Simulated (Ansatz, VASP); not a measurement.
# Two plane-wave programs on Mo

```
Mo
1.0
     0.00000    2.18899    1.70741
     2.18899    0.00000    1.70741
     2.18899    2.18899    0.00000
Mo
1
Cartesian
  0.0000 0.0000 0.0000
```

Alike in both runs: task single point; functional r2SCAN; k mesh 22 × 22 × 22; occupations gaussian, width 0.15 eV; no spin polarisation.

|  | VASP | Ansatz |
| --- | --- | --- |
| version | VASP 6.6.1 | Ansatz 0.2.0 |
| potentials or method | VASP PAW PBE potentials, release 64 (Mo_sv), cutoff 520 eV | scalar-relativistic, plane waves, PAW |
| valence electrons in the cell | 14 | 14 |

```csv
,VASP,Ansatz,Ansatz less VASP
gap on the k mesh at the Fermi level (eV),none,none,-
pressure (GPa),-9.2,-10.1,-0.92
"traceless stress, the component that is largest in VASP (GPa)",-16.89,-16.90,-0.009
```

VASP's potentials were made for PBE, not for r2SCAN. A gap of «none» marks a metal or a gap that the smearing closes. The functional is the same, so the differences come from potentials, cutoffs and numerics.
